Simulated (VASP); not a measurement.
WC:

```
CELL_PARAMETERS angstrom
1.64035 -2.11804 0.00000
1.64035 2.11804 0.00000
0.00000 0.00000 4.30942
ATOMIC_POSITIONS crystal
W 0.50000 0.50000 0.50000
C 0.00000 0.00000 0.00000
```

| Quantity | Value |
| --- | --- |
| Program | VASP 6.6.1 |
| Task | relaxation of cell and atoms |
| Functional | PBEsol |
| Dispersion | D4 |
| Potentials or basis | VASP PAW PBE potentials, release 64 (W_sv, C) |
| Cutoff | 600 eV |
| k mesh | 10 × 10 × 6 |
| Occupations | fermi-dirac, width 0.05 eV |
| Spin | no spin polarisation |

At the start: pressure -39.2 GPa; volume 14.97 Å³/atom.

How do energy, volume and symmetry change on relaxing?

Over 17 steps the energy falls by 2146.2 meV/atom and the volume is 11.18 Å³/atom (-25.4 %); space group Cmmm (No. 65, to 0.05 Å).

Step by step:
```
step  energy change (eV)  largest force (eV/Å)  pressure (GPa)  volume (Å³)
   1              0.0000                0.0000          -39.22        29.94
   2             -1.4526                0.0000          165.45        16.35
   3             -2.6812                0.0000           24.03        20.22
   4             -2.4201                0.0000          145.63        17.42
   5             -3.5685                0.0000           55.28        18.99
   6             -3.5781                0.0000           62.12        18.82
   7             -4.0337                0.0000          -23.66        24.17
   8             -4.2554                0.0000           -1.56        21.93
   9             -4.2555                0.0000           -0.71        21.87
  10             -4.2757                0.0000            1.66        21.94
  11             -4.2862                0.0000            5.35        22.03
  12             -4.2868                0.0000            4.38        22.01
  13             -4.2886                0.0000           -3.69        22.69
  14             -4.2923                0.0000           -0.16        22.38
  15             -4.2923                0.0000           -0.07        22.37
  16             -4.2925                0.0000            0.04        22.36
  17             -4.2925                0.0000            0.07        22.35
```

Final structure:
```cif
data_structure
_symmetry_space_group_name_H-M 'P 1'
_symmetry_Int_Tables_number 1
_cell_length_a 2.9344
_cell_length_b 2.9344
_cell_length_c 2.9947
_cell_angle_alpha 90.000
_cell_angle_beta 90.000
_cell_angle_gamma 119.920
_cell_volume 22.35
loop_
_atom_site_label
_atom_site_type_symbol
_atom_site_fract_x
_atom_site_fract_y
_atom_site_fract_z
_atom_site_occupancy
W1 W 0.50000 0.50000 0.50000 1
C1 C 0.00000 0.00000 0.00000 1
```

Caveat: the volume moved by over 15 % at a fixed basis, so the end points are rough; the PAW data sets were made with another functional, which shifts forces and pressure a little; pairwise dispersion overbinds metals, which lowers pressure and volume.
